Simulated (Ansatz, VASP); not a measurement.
One calculation of Sc, two programs

```
CELL_PARAMETERS angstrom
2.86793 0.00000 0.00000
0.00000 2.86793 0.00000
0.00000 0.00000 2.86793
ATOMIC_POSITIONS crystal
Sc 0.00000 0.00000 0.00000
```

Change from the starting cell: volume scaled by 0.9, LAPW.

Alike in both runs: task single point; functional PBE; k mesh 13 × 13 × 13; occupations fermi-dirac, width 0.08 eV; no spin polarisation.

|  | VASP | Ansatz |
| --- | --- | --- |
| version | VASP 6.6.1 | Ansatz 0.2.0 |
| potentials or method | VASP PAW PBE potentials, release 64 (Sc_sv), cutoff 520 eV | all-electron LAPW, scalar-relativistic |

```csv
,VASP,Ansatz,Ansatz less VASP
pressure (GPa),4.4,4.3,-0.07
```

Ansatz ran all-electron here, and VASP with PAW potentials.
